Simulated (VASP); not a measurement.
## InGaN: relaxation of cell and atoms with PBE

Crystal: InGaN.

```
CELL_PARAMETERS angstrom
2.87839 0.00000 0.00000
-1.43920 2.49276 0.00000
0.00000 0.00000 4.70319
ATOMIC_POSITIONS crystal
In 0.00000 0.00000 0.15339
Ga 0.00000 0.00000 0.61732
N 0.00000 0.00000 0.38554
```

The cell was generated, and may not be a known phase.

| Quantity | Value |
| --- | --- |
| Program | VASP 6.6.1 |
| Task | relaxation of cell and atoms |
| Functional | PBE |
| Potentials or basis | VASP PAW PBE potentials, release 64 (In_d, Ga_d, N) |
| Cutoff | 600 eV |
| k mesh | 6 × 6 × 4 |
| Occupations | gaussian, width 0.1 eV |
| Spin | no spin polarisation |
| Dipole correction | no |
| Further INCAR settings | ALGO = Normal; EDIFF = 1e-06; IBRION = 2; EDIFFG = -0.04; NSW = 90; ISIF = 3 |

The relaxed volume is 22.48 Å³/atom and the relaxed cell is a = 3.554 Å, b = 3.554 Å, c = 6.163 Å, α = 90.00°, β = 90.00°, γ = 120.00°. The space group after relaxing (to 0.1 Å) is P6mm (No. 183) and the pressure after relaxing is 0.0 GPa. The largest force after relaxing is 0.019 eV/Å. The band gap on the k mesh is zero (an odd number of electrons rules out a gap without spin polarisation).

Forces in eV/Å, atoms in the order of the input:
```
In   0.000  0.000 -0.009
Ga   0.000  0.000  0.019
N    0.000  0.000 -0.010
```

Final structure:
```cif
data_structure
_symmetry_space_group_name_H-M 'P 1'
_symmetry_Int_Tables_number 1
_cell_length_a 3.5542
_cell_length_b 3.5542
_cell_length_c 6.1635
_cell_angle_alpha 90.000
_cell_angle_beta 90.000
_cell_angle_gamma 120.000
_cell_volume 67.43
loop_
_atom_site_label
_atom_site_type_symbol
_atom_site_fract_x
_atom_site_fract_y
_atom_site_fract_z
_atom_site_occupancy
In1 In 0.00000 0.00000 0.41675 1
Ga1 Ga 0.00000 0.00000 0.00841 1
N1 N 0.00000 0.00000 0.73109 1
```

Levels at points of the mesh, in eV from the Fermi level:
```
           k point  band 13  band 14  band 15  band 16  band 17  band 18
(0.00, 0.00, 0.00)    -6.61    -0.16    -0.16     1.49     3.85     7.12
(0.50, 0.00, 0.00)    -4.66    -3.37    -0.65     0.11     1.06     3.67
(0.00, 0.00, 0.50)    -3.52    -2.12    -0.06    -0.06     6.23     6.23
(0.50, 0.00, 0.50)    -2.58    -2.53    -2.00    -0.49     0.91     3.00
```

Wall time 13 min on 1 thread of Intel(R) Xeon(R) Platinum 8375C CPU @ 2.90GHz (Ice Lake) (shared host), peak memory 0.18 GiB.

Caveat: the k points lie up to 0.34 Å⁻¹ apart in the final cell, too coarse for converged energies and pressures of a metal; the volume moved by over 15 % at a fixed basis, so the end points are rough; spin-orbit coupling is left out, which moves the levels of the heavy elements.
